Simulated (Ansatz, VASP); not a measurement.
## Hf: VASP beside Ansatz

```
CELL_PARAMETERS angstrom
0.00000 3.36064 3.36064
3.36064 0.00000 3.36064
3.36064 3.36064 0.00000
ATOMIC_POSITIONS crystal
Hf 0.12500 0.12500 0.12500
Hf 0.87500 0.87500 0.87500
```

Alike in both runs: task single point; functional PBE; k mesh 9 × 9 × 9; occupations fermi-dirac, width 0.1 eV; no spin polarisation.

|  | VASP | Ansatz |
| --- | --- | --- |
| version | VASP 6.6.1 | Ansatz 0.2.0 |
| potentials or method | VASP PAW PBE potentials, release 64 (Hf_pv), cutoff 520 eV | plane waves (420 eV) with PAW, scalar-relativistic |
| valence electrons in the cell | 20 | 52 |

Ansatz gave:

- pressure (GPa): -2.1

Estimate VASP's values.

pressure (GPa): -2.3.

VASP's potentials hold 20 valence electrons a cell and Ansatz's 52, so a difference there can come from the potentials and not from the codes.

Spin-orbit coupling is off throughout.
